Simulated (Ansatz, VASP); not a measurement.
Two plane-wave programs on SiPbS3

```xyz
5
Lattice="4.9772 0.0000 0.0000 0.0000 4.9772 0.0000 0.0000 0.0000 4.9772" Properties=species:S:1:pos:R:3 pbc="T T T"
Si    2.4886    2.4886    2.4886
Pb    0.0000    0.0000    0.0000
S     2.4886    0.0000    0.0000
S     0.0000    2.4886    0.0000
S     0.0000    0.0000    2.4886
```

Change from the starting cell: species swapped into the Tb3GaC type (Pm-3m, No. 221).

Alike in both runs: task single point; functional PBE; k mesh 4 × 4 × 4; occupations gaussian, width 0.1 eV; no spin polarisation.

|  | VASP | Ansatz |
| --- | --- | --- |
| version | VASP 6.6.1 | Ansatz 0.2.0 |
| potentials or method | VASP PAW PBE potentials, release 64 (Si, Pb_d, S), cutoff 520 eV | scalar-relativistic, plane waves, PAW |
| valence electrons in the cell | 36 | 36 |

VASP gave:

| Property | Result |
| --- | --- |
| gap on the k mesh at the Fermi level (eV) | none |
| pressure (GPa) | 5.0 |

Problem. Which values does Ansatz return?

Solution. gap on the k mesh at the Fermi level (eV): none; pressure (GPa): 5.1.

A gap of «none» marks a metal or a gap that the smearing closes. With one functional, cell and mesh, what is left measures potentials, basis and numerics.

Neither program's run includes spin-orbit coupling.
